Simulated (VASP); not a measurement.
# Sn2Ir (I4/mmm) in VASP: further runs, part 2 of 2

VASP 6.6.1.

## Step 4: Single point, LDA (zz strain of +1 %)

INCAR

```
SYSTEM = Sn2Ir
PREC = Accurate
ENCUT = 520
EDIFF = 1E-6
ISMEAR = -1
SIGMA = 0.03
LREAL = .False.
LASPH = .True.
NELM = 80
ALGO = Normal
ISIF = 2
LWAVE = .False.
LCHARG = .False.
GGA = CA
NBANDS = 26
```

KPOINTS

```
Automatic mesh
0
Gamma
  10 10 10
  0 0 0
```

POSCAR

```
Sn2Ir
1.0
    0.0000000000      3.1690000000      3.2006900000
    3.1690000000      0.0000000000      3.2006900000
    3.1690000000      3.1690000000      0.0000000000
Sn Ir
2 1
Direct
    0.2500000000      0.2500000000      0.2500000000
    0.7500000000      0.7500000000      0.7500000000
    0.0000000000      0.0000000000      0.0000000000
```

Potentials or basis: VASP PAW LDA potentials, release 64 (Sn_d, Ir).

Started as:

```sh
cat potpaw_LDA.64/Sn_d/POTCAR potpaw_LDA.64/Ir/POTCAR > POTCAR
mpirun -np 1 vasp_std > vasp.out
```

OUTCAR:

```text
SYSTEM = Sn2Ir
   PREC = Accurate
   ENCUT = 520
   EDIFF = 1E-6
   ISMEAR = -1
   LREAL = .False.
   LASPH = .True.
   NELM = 80
   ISIF = 2
   GGA = CA

 ion  position               nearest neighbor table
   1  0.250  0.250  0.250-   3 2.75   3 2.75   3 2.75   3 2.75   2 3.17   2 3.17   2 3.17   2 3.17
                             2 3.20   2 3.20
   2  0.750  0.750  0.750-   3 2.75   3 2.75   3 2.75   3 2.75   1 3.17   1 3.17   1 3.17   1 3.17
                             1 3.20   1 3.20
   3  0.000  0.000  0.000-   2 2.75   2 2.75   2 2.75   1 2.75   2 2.75   1 2.75   1 2.75   1 2.75

  LATTYP: Found a body centered tetragonal cell.
 ALAT       =     4.4816427792
 C/A-ratio  =     1.4283556980

  Lattice vectors:

 A1 = (  -3.1690000000,   0.0000000000,   3.2006900000)
 A2 = (   3.1690000000,   0.0000000000,   3.2006900000)
 A3 = (   0.0000000000,   3.1690000000,  -3.2006900000)

Analysis of symmetry for initial positions (statically):
=====================================================================
 Subroutine PRICEL returns:
 Original cell was already a primitive cell.

 Routine SETGRP: Setting up the symmetry group for a
 body centered tetragonal supercell.

 Subroutine GETGRP returns: Found 16 space group operations
 (whereof 16 operations were pure point group operations)
 out of a pool of 16 trial point group operations.

The static configuration has the point symmetry D_4h.

Analysis of symmetry for dynamics (positions and initial velocities):
=====================================================================
 Subroutine PRICEL returns:
 Original cell was already a primitive cell.

 Routine SETGRP: Setting up the symmetry group for a
 body centered tetragonal supercell.

 Subroutine GETGRP returns: Found 16 space group operations
 (whereof 16 operations were pure point group operations)
[... 119 lines left out ...]
   ISMEAR =    -1;   SIGMA  =   0.03  broadening in eV -4-tet -1-fermi 0-gaus
   EFERMI_NEDOS =   21; number of points for ismear=-14 and -15
   IALGO  =     38    algorithm
   IMIX   =      4    mixing-type and parameters
     AMIX     =   0.40;   BMIX     =  1.00
     AMIX_MAG =   1.60;   BMIX_MAG =  1.00
  volume/ion in A,a.u.               =      21.43       144.61
  Fermi-wavevector in a.u.,A,eV,Ry     =   1.361767  2.573366 25.230760  1.854409
  Thomas-Fermi vector in A             =   2.488314
   LORBIT       =      0    0 simple, 1 ext, 2 COOP (PROOUT), +10 PAW based schemes
   GGA     = CA    functional components
   LHFCALC =     F    Hartree Fock is set to
   AEXX    =    0.0000 exact exchange contribution
   IVDW    =     0    specifies the selected vdW correction
   LEPSILON=     F    determine dielectric tensor
   LRPA    =     F    only Hartree local field effects (RPA)
 non-spin polarized calculation
  energy-cutoff  :      520.00
  volume of cell :       64.29
 maximum number of plane-waves:      1775
 NGX is ok and might be reduce to    36
   NGX = 17   NGY = 17   NGZ = 17

 number of electron      37.0000005 magnetization

 Free energy of the ion-electron system (eV)
  ---------------------------------------------------
  ext. energy  EPLUGINS =         0.00000000
  ---------------------------------------------------
  free energy    TOTEN  =       -20.23983491 eV

  energy without entropy =      -20.23482331  energy(sigma->0) =      -20.23732911

 E-fermi :   8.6629     XC(G=0): -11.5490

 val. band max:        8.6619036283   @ k =   0.5000   0.0000   0.0000
 cond. band min:       8.6767867080   @ k =   0.3000   0.0000   0.2000
 fundamental gap:      0.0148830797
 Fermi energy:         8.6629387303

 k-point     1 :       0.0000    0.0000    0.0000
  band No.  band energies     occupation
      1     -12.7742      2.00000
      2     -12.7580      2.00000
      3     -12.6567      2.00000
      4     -12.6480      2.00000
      5     -12.6480      2.00000
      6     -12.4924      2.00000
[... 685 lines left out ...]
     25      18.4126      0.00000
     26      18.8118      0.00000

 [... further k-points ...]

------------------------ aborting loop because EDIFF is reached ----------------------------------------

  FORCE on cell =-STRESS in cart. coord.  units (eV):
  Direction    XX          YY          ZZ          XY          YZ          ZX
  --------------------------------------------------------------------------------------
  -------------------------------------------------------------------------------------
  Total       -1.1366860     -1.1366860     -1.4155879      0.0000000     -0.0000000     -0.0000000
  in kB      -28.3291149    -28.3291149    -35.2800619      0.0000000     -0.0000000     -0.0000000
  external PRESSURE =     -30.6460972 kB  Pullay stress =       0.0000000 kB

 VOLUME and BASIS-vectors are now :
 -----------------------------------------------------------------------------
  energy-cutoff  :      520.00
  volume of cell :       64.29
      direct lattice vectors                 reciprocal lattice vectors
     0.000000000  3.169000000  3.200690000    -0.157778479  0.157778479  0.156216316
     3.169000000  0.000000000  3.200690000     0.157778479 -0.157778479  0.156216316
     3.169000000  3.169000000  0.000000000     0.157778479  0.157778479 -0.156216316

 POSITION                                       TOTAL-FORCE (eV/Angst)
 -----------------------------------------------------------------------------------
      1.58450      1.58450      1.60034        -0.000000     -0.000000      0.000000
      4.75350      4.75350      4.80103         0.000000      0.000000     -0.000000
      0.00000      0.00000      0.00000        -0.000000     -0.000000     -0.000000
 -----------------------------------------------------------------------------------
    total drift:                                0.000000      0.000000      0.000000

  FREE ENERGIE OF THE ION-ELECTRON SYSTEM (eV)
  ---------------------------------------------------
  free  energy   TOTEN  =       -20.2398349141 eV

  energy  without entropy=      -20.2348233123  energy(sigma->0) =      -20.23732911
```

stdout:

```text
POSCAR found type information on POSCAR SnIr
 POSCAR found :  2 types and       3 ions
 scaLAPACK will be used
 LDA part: xc-table for (Slater(with rela. corr.)+CA(PZ))
 , standard interpolation
 POSCAR, INCAR and KPOINTS ok, starting setup
 FFT: planning ... GRIDC
 FFT: planning ... GRID_SOFT
 FFT: planning ... GRID
 WAVECAR not read
 entering main loop
```

Run time: 4.5 min. Hardware: 1 thread of Intel Xeon 8259CL, shared host; peak memory 0.29 GiB.

What came out:

- Free energy: -20.2398 eV
- Pressure: -3.1 GPa
- Band gap on the k mesh: zero (an odd number of electrons rules out a gap without spin polarisation)

Levels at points of the mesh, in eV from the Fermi level:
```tsv
k point	band 17	band 18	band 19	band 20	band 21	band 22
(0.00, 0.00, 0.00)	-2.07	3.43	3.66	3.66	3.83	3.83
(0.50, 0.00, 0.00)	-2.02	-0.06	0.00	1.25	2.48	4.12
(0.50, 0.50, 0.00)	-2.47	-2.15	-1.92	1.25	3.38	8.04
(0.50, 0.00, 0.50)	-2.43	-2.12	-1.93	1.20	3.33	7.94
```

Caveat: the cell differs from its parent crystal (zz strain of +1 %); the cell stands under tension; spin-orbit coupling is left out, which moves the levels of the heavy elements.

## Step 5: Single point, LDA (zz strain of +2 %)

INCAR

```
SYSTEM = Sn2Ir
PREC     = Accurate       ! precision mode
ENCUT    = 520            ! plane-wave cutoff, eV
EDIFF    = 1E-7           ! SCF threshold, eV
ISMEAR   = -1             ! smearing method
SIGMA    = 0.03           ! smearing width, eV
LREAL    = .False.        ! projectors in reciprocal space
LASPH    = .True.         ! aspherical terms in the spheres
NELM     = 60             ! most SCF steps
ALGO     = Normal         ! electronic algorithm
ISIF     = 2              ! what is computed and relaxed
LWAVE    = .False.        ! write WAVECAR
LCHARG   = .False.        ! write CHGCAR
GGA      = CA             ! functional
NBANDS   = 26             ! bands
```

KPOINTS

```
regular mesh
0
Gamma
  10 10 10
  0 0 0
```

POSCAR

```
Sn2Ir
1.0
    0.0000000000      3.1690000000      3.2323800000
    3.1690000000      0.0000000000      3.2323800000
    3.1690000000      3.1690000000      0.0000000000
Sn Ir
2 1
Direct
    0.2500000000      0.2500000000      0.2500000000
    0.7500000000      0.7500000000      0.7500000000
    0.0000000000      0.0000000000      0.0000000000
```

Started as:

```sh
cat potpaw_LDA.64/Sn_d/POTCAR potpaw_LDA.64/Ir/POTCAR > POTCAR
mpirun -np 1 vasp_std > vasp.out
```

Run time: 5.1 min. Hardware: 1 thread of Intel Xeon 8259CL, shared host; peak memory 0.29 GiB.

Results (log left out):

```yaml
Free_energy: -20.2229 eV
Pressure: -4.2 GPa
Band_gap_on_the_k_mesh: zero (an odd number of electrons rules out a gap without spin polarisation)
```

Stress tensor (GPa, compression positive):
```
-3.75  0.00  0.00
 0.00 -3.75  0.00
 0.00  0.00 -5.16
```

Levels at points of the mesh, in eV from the Fermi level:
```tsv
k point	band 16	band 17	band 18	band 19	band 20	band 21	band 22	band 23
(0.00, 0.00, 0.00)	-2.09	-2.02	3.24	3.70	3.70	3.74	3.74	4.03
(0.50, 0.00, 0.00)	-1.99	-1.99	-0.08	0.03	1.25	2.41	4.08	4.11
(0.50, 0.50, 0.00)	-2.44	-2.44	-2.14	-1.88	1.24	3.41	7.90	7.97
(0.50, 0.00, 0.50)	-2.49	-2.37	-2.09	-1.90	1.15	3.29	7.77	8.16
```

Caveat: the cell differs from its parent crystal (zz strain of +2 %); the cell stands under tension; spin-orbit coupling is left out, which moves the levels of the heavy elements.

## Step 6: Overview

```csv
cell,gap on the mesh (eV),pressure (GPa)
"a = 4.437, b = 4.437, c = 4.482 Å, angles 59.7, 59.7, 60.7°, 3 atoms",none,0.9
"a = 4.459, b = 4.459, c = 4.482 Å, angles 59.8, 59.8, 60.3°, 3 atoms",none,-0.5
"a = 4.504, b = 4.504, c = 4.482 Å, angles 60.2, 60.2, 59.7°, 3 atoms",none,-3.1
"a = 4.527, b = 4.527, c = 4.482 Å, angles 60.3, 60.3, 59.3°, 3 atoms",none,-4.2
```

Alike in all rows: task single point; level LDA; potentials or basis VASP PAW LDA potentials, release 64 (Sn_d, Ir); no spin polarisation; k mesh 10 × 10 × 10; cutoff (eV) 520; smearing fermi-dirac 0.03 eV.

Caveats: spin-orbit coupling is left out, which moves the levels of the heavy elements; the cell stands under tension (at least some runs).

Total energies depend on the potentials used, so only differences within one code and one set of settings carry meaning.
